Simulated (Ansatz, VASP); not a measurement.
One calculation of TaSi, two programs

```
Ta Si
1.0
     3.40625    0.00000    0.00000
     0.00000    3.40625    0.00000
     0.00000    0.00000    5.45706
Ta Si
2 2
Direct
  0.50000 0.00000 0.85974
  0.00000 0.50000 0.14026
  0.50000 0.00000 0.37020
  0.00000 0.50000 0.62980
```

Change from the starting cell: the structure that the rattled cell fell into.

Alike in both runs: functional PBE; k mesh 14 × 14 × 8; occupations gaussian, width 0.1 eV; no spin polarisation.

Ansatz relaxed the structure, and its values are those at the end. VASP's run is a single point on that final structure, the one shown.

|  | VASP | Ansatz |
| --- | --- | --- |
| version | VASP 6.6.1 | Ansatz 0.2.0 |
| potentials or method | VASP PAW PBE potentials, release 64 (Ta_pv, Si), cutoff 520 eV | scalar-relativistic, plane waves, PAW |
| valence electrons in the cell | 30 | 34 |

```tsv
	VASP	Ansatz	Ansatz less VASP
gap on the k mesh at the Fermi level (eV)	none	none	-
pressure (GPa)	0.1	0.0	-0.11
```

A gap of «none» marks a metal or a gap that the smearing closes. With one functional, cell and mesh, what is left measures potentials, basis and numerics. VASP's potentials hold 30 valence electrons a cell and Ansatz's 34, so a difference there can come from the potentials and not from the codes.

Spin-orbit coupling is off throughout.
